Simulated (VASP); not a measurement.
Write the native input for VASP 6.6.1 that does the following.

```
Task                   : single point
Functional             : b88 exchange, pbe correlation
Potentials or basis    : VASP PAW PBE potentials, release 64 (C)
Cutoff                 : 600 eV
k mesh                 : 13 × 13 × 13
Occupations            : fermi-dirac, width 0.05 eV
Spin                   : no spin polarisation
Dipole correction      : no
Further INCAR settings : ALGO = Normal; EDIFF = 1e-06; NBANDS = 11
```

The structure of C lies in POSCAR:

```
C
1.0
    0.0000000000      1.7592674508      1.7592674508
    1.7592674508      0.0000000000      1.7592674508
    1.7592674508      1.7592674508      0.0000000000
C
2
Direct
    0.7500000000      0.7500000000      0.7500000000
    0.5000000000      0.5000000000      0.5000000000
```

The input as run:

INCAR

```
SYSTEM = C
ALGO = Normal
EDIFF = 1E-6
ENCUT = 600
GGA = LIBXC
GGA_COMPAT = .False.
ISIF = 2
ISMEAR = -1
LASPH = .True.
LCHARG = .False.
LIBXC1 = GGA_X_B88
LIBXC2 = GGA_C_PBE
LREAL = .False.
LWAVE = .False.
NBANDS = 11
NELM = 120
PREC = Accurate
SIGMA = 0.05
```

KPOINTS

```
k-points
0
Gamma
  13 13 13
  0 0 0
```

Potentials or basis: VASP PAW PBE potentials, release 64 (C).

Launch:

```console
$ cat potpaw_PBE.64/C/POTCAR > POTCAR
$ mpirun -np 1 vasp_std > vasp.out
```

It gave:

```json
{
 "Pressure": "21.6 GPa",
 "Band gap on the k mesh": "4.24 eV (least direct gap 5.72 eV)"
}
```

Caveat: the cell stands under pressure; the PAW data sets were made with another functional, which shifts forces and pressure a little; an odd mesh through Γ misses points on the zone boundary, where band edges can lie.

Run time: 7.5 s on 1 thread of Intel(R) Xeon(R) Platinum 8488C (Sapphire Rapids) (shared host), peak memory 0.12 GiB.
